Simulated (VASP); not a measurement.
The system is Mo.

```xyz
1
Lattice="-1.5734 1.5734 1.5734 1.5734 -1.5734 1.5734 1.5734 1.5734 -1.5734" Properties=species:S:1:pos:R:3 pbc="T T T"
Mo    0.0000    0.0000    0.0000
```

```yaml
Program: VASP 6.6.1
Task: relaxation of cell and atoms
Functional: PBE
Potentials_or_basis: VASP PAW PBE potentials, release 64 (Mo_sv)
Cutoff: 500 eV
k_mesh: 9 × 9 × 9
Occupations: fermi-dirac, width 0.05 eV
Spin: no spin polarisation
```

At the start: pressure 3.8 GPa; volume 15.58 Å³/atom.

Question: How do energy, volume and symmetry change on relaxing?

Answer: Over 3 steps the energy falls by 2.5 meV/atom and the volume is 15.80 Å³/atom (+1.4 %); space group Im-3m (No. 229, to 0.05 Å).

The path:
| step | energy change (eV) | largest force (eV/Å) | pressure (GPa) | volume (Å³) |
| --- | --- | --- | --- | --- |
| 1 | 0.0000 | 0.0000 | 3.77 | 15.58 |
| 2 | 0.0163 | 0.0000 | -9.33 | 16.42 |
| 3 | -0.0025 | 0.0000 | -0.05 | 15.80 |

Final structure:
```cif
data_structure
_symmetry_space_group_name_H-M 'P 1'
_symmetry_Int_Tables_number 1
_cell_length_a 2.7381
_cell_length_b 2.7381
_cell_length_c 2.7381
_cell_angle_alpha 109.471
_cell_angle_beta 109.471
_cell_angle_gamma 109.471
_cell_volume 15.80
loop_
_atom_site_label
_atom_site_type_symbol
_atom_site_fract_x
_atom_site_fract_y
_atom_site_fract_z
_atom_site_occupancy
Mo1 Mo 0.00000 0.00000 0.00000 1
```
